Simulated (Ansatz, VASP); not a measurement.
AsPb2 in VASP and in Ansatz

```
CELL_PARAMETERS angstrom
0.00000 3.55995 3.55995
3.55995 0.00000 3.55995
3.55995 3.55995 0.00000
ATOMIC_POSITIONS crystal
As 0.00000 0.00000 0.00000
Pb 0.25000 0.25000 0.25000
Pb 0.75000 0.75000 0.75000
```

Change from the starting cell: species swapped into the Al2Au type (Fm-3m, No. 225).

Alike in both runs: task relaxation of cell and atoms; functional PBE; k mesh 12 × 12 × 12; occupations gaussian, width 0.1 eV; no spin polarisation.

|  | VASP | Ansatz |
| --- | --- | --- |
| version | VASP 6.6.1 | Ansatz 0.2.0 |
| potentials or method | VASP PAW PBE potentials, release 64 (As, Pb_d), cutoff 500 eV | scalar-relativistic, plane waves, PAW |
| valence electrons in the cell | 33 | 43 |

VASP gave:

- gap on the k mesh at the Fermi level, each at its own relaxed structure (eV): none
- relaxed volume (Å³/atom): 32.11
- relaxed cell length with the largest relative difference (Å): 5.146

Question: Which values does Ansatz return?

Answer: gap on the k mesh at the Fermi level, each at its own relaxed structure (eV): none; relaxed volume (Å³/atom): 32.12; relaxed cell length with the largest relative difference (Å): 5.146.

A gap of «none» marks a metal or a gap that the smearing closes. VASP's potentials hold 33 valence electrons a cell and Ansatz's 43, so a difference there can come from the potentials and not from the codes.

Neither program's run includes spin-orbit coupling.
